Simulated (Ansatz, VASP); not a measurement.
# TaS2: VASP beside Ansatz

```xyz
3
Lattice="3.3500 0.0000 0.0000 -1.6750 2.9012 0.0000 0.0000 0.0000 5.9772" Properties=species:S:1:pos:R:3 pbc="T T T"
Ta    0.0000    0.0000    0.0000
S     0.0000    1.9341    1.4943
S     1.6750    0.9671    4.4829
```

Change from the starting cell: zz strain of +2 %, crystal datasets.

Alike in both runs: task electric field gradients; functional PBE; k mesh 9 × 9 × 5; occupations fermi-dirac, width 0.03 eV; no spin polarisation.

```csv
,VASP,Ansatz
version,VASP 6.6.1,Ansatz 0.2.0
potentials or method,"VASP PAW PBE potentials, release 64 (Ta_pv, S), cutoff 400 eV","all-electron PAW with datasets made for the crystal, scalar-relativistic"
```

Ansatz gave:

```
pressure (GPa)                                                : 6.1
traceless stress, the component that is largest in VASP (GPa) : 1.98
rms of the force components (eV/Å)                            : 0.362
size of Vzz on the site where it differs most (V/Å²)          : 167.0
```

Problem. Estimate VASP's values.

Solution. Pressure (GPa): 6.1; traceless stress, the component that is largest in VASP (GPa): 2.03; rms of the force components (eV/Å): 0.367; size of Vzz on the site where it differs most (V/Å²): 135.5.

Atom by atom the forces differ by 0.005 eV/Å (rms over components). Ansatz ran all-electron here, and VASP with PAW potentials.

Neither program's run includes spin-orbit coupling.
